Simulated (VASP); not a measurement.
## Al8N7 (a cell with a defect): single point with PBE

Crystal: Al8N7 (a cell with a defect).

```xyz
15
Lattice="0.0000 4.4032 -4.4032 4.4032 4.4032 0.0000 4.4032 0.0000 -4.4032" Properties=species:S:1:pos:R:3 pbc="T T T"
Al    2.1904    0.0112   -2.1904
Al    4.4081    2.1967   -2.1967
Al    2.1967    2.1967   -4.4081
Al    4.4081    4.4081   -4.4081
Al    4.4144    0.0112   -4.4144
Al    6.5935    2.1904   -4.4144
Al    4.4144    2.1904   -6.5935
Al    6.5999    4.4081   -6.5999
N     3.3024    3.3024   -1.1069
N     1.1069    3.3024   -3.3024
N     3.3024    5.4979   -3.3024
N     3.3024    1.1069   -3.3024
N     5.4979    3.3024   -3.3024
N     3.3024    3.3024   -5.4979
N     5.5040    5.5040   -5.5040
```

| Quantity | Value |
| --- | --- |
| Program | VASP 6.6.1 |
| Task | single point |
| Functional | PBE |
| Potentials or basis | VASP PAW PBE potentials, release 64 (Al, N) |
| Cutoff | 520 eV |
| k mesh | 2 × 2 × 2 |
| Occupations | gaussian, width 0.01 eV |
| Spin | collinear spin |
| Starting moments | [0.25, 0.0, 0.0, 0.0, 0.25, 0.25, 0.25, 0.0, 0.0, 0.0, 0.0, 0.0, 0.0, 0.0, 0.0] μB |
| Dipole correction | no |
| Further INCAR settings | LREAL = Auto; ALGO = Normal; EDIFF = 1e-06; NBANDS = 46 |

| Property | Result |
| --- | --- |
| Pressure | -0.9 GPa |
| Largest force | 0.012 eV/Å |
| Net moment | 0.25 μB per cell |
| Valence electrons inside the program's atomic spheres | Al 0.78, 0.80; N 3.83, 3.86 |

Forces on the atoms (eV/Å):
```
Al   0.007 -0.007 -0.007
Al  -0.004  0.004 -0.004
Al   0.004  0.004  0.004
Al  -0.004 -0.004  0.004
Al  -0.007 -0.007  0.007
Al   0.007  0.007  0.007
Al  -0.007  0.007 -0.007
Al   0.004 -0.004 -0.004
N    0.000  0.000 -0.009
N    0.009  0.000  0.000
N    0.000 -0.009  0.000
N    0.000  0.009  0.000
N   -0.009  0.000  0.000
N    0.000  0.000  0.009
N    0.000  0.000  0.000
```

Levels at points of the mesh, in eV from the Fermi level:
Spin up:
| k point | band 27 | band 28 | band 29 | band 30 | band 31 | band 32 | band 33 | band 34 |
| --- | --- | --- | --- | --- | --- | --- | --- | --- |
| (0.00, 0.00, 0.00) | -2.89 | -2.89 | -2.89 | 0.47 | 0.47 | 0.84 | 2.40 | 3.07 |
| (0.50, 0.00, 0.00) | -3.02 | -3.02 | -2.63 | 0.00 | 1.64 | 1.64 | 3.00 | 3.00 |
| (0.50, 0.50, 0.00) | -3.33 | -3.27 | -2.08 | -0.47 | 1.64 | 1.64 | 3.15 | 3.25 |
Spin down:
```csv
k point,band 26,band 27,band 28,band 29,band 30,band 31,band 32,band 33
"(0.00, 0.00, 0.00)",-3.22,-2.88,-2.88,-2.88,0.55,0.55,0.85,2.41
"(0.50, 0.00, 0.00)",-3.42,-3.01,-3.01,-2.55,0.15,1.74,1.74,3.10
"(0.50, 0.50, 0.00)",-3.49,-3.32,-3.26,-2.00,-0.32,1.77,1.77,3.23
```

Run time: 97 s on 1 thread of Intel(R) Xeon(R) Platinum 8488C (Sapphire Rapids), with other jobs on the host, peak memory 0.39 GiB.

Caveat: the k points lie up to 0.62 Å⁻¹ apart.
